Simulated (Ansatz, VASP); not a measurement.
Two plane-wave programs on Sb

The input INCAR:

```
  PREC = Accurate
  ENCUT = 520
  EDIFF = 1E-7
  ISMEAR = 0
  SIGMA = 0.15
  LREAL = False
  LASPH = True
  NELM = 60
  ALGO = Normal
  ISIF = 2
  LWAVE = False
  LCHARG = False
  GGA = PE
  NBANDS = 8
```

KPOINTS

```
regular mesh
0
Gamma
  16 16 16
```

Contents of POSCAR:

```
Sb
1.0
    3.1090233439      0.0000000000      0.0000000000
    0.0000000000      3.1090233439      0.0000000000
    0.0000000000      0.0000000000      3.2644745111
Sb
1
Direct
    0.0000000000      0.0000000000      0.0000000000
```

Input for Ansatz:

```yaml
crystal:
  lattice:
    - [3.1090233439, 0.0, 0.0]
    - [0.0, 3.1090233439, 0.0]
    - [0.0, 0.0, 3.2644745111]
  atoms:
    - { symbol: Sb, position: [0.0, 0.0, 0.0] }
basis:
  ecutwfc: 420
kpoints:
  mp_grid: { grid: [16, 16, 16] }
hamiltonian:
  xc: pbe
scf:
  occupations: { method: gaussian, width: 0.15 }
output:
  forces: true
  stress: true
  eigenvalues: true
```

Alike in both runs: task single point; functional PBE; k mesh 16 × 16 × 16; occupations gaussian, width 0.15 eV; no spin polarisation.

|  | VASP | Ansatz |
| --- | --- | --- |
| version | VASP 6.6.1 | Ansatz 0.2.0 |
| potentials or method | VASP PAW PBE potentials, release 64 (Sb), cutoff 520 eV | scalar-relativistic, plane waves, PAW |
| valence electrons in the cell | 5 | 15 |

Ansatz gave:

| Item | Value |
| --- | --- |
| gap on the k mesh at the Fermi level (eV) | none |
| pressure (GPa) | -2.2 |
| traceless stress, the component that is largest in VASP (GPa) | -2.84 |

Question: Which values does VASP return?

Answer: gap on the k mesh at the Fermi level (eV): none; pressure (GPa): -2.2; traceless stress, the component that is largest in VASP (GPa): -2.85.

A gap of «none» marks a metal or a gap that the smearing closes. With one functional, cell and mesh, what is left measures potentials, basis and numerics. VASP's potentials hold 5 valence electrons a cell and Ansatz's 15, so a difference there can come from the potentials and not from the codes.

Spin-orbit coupling is off throughout.
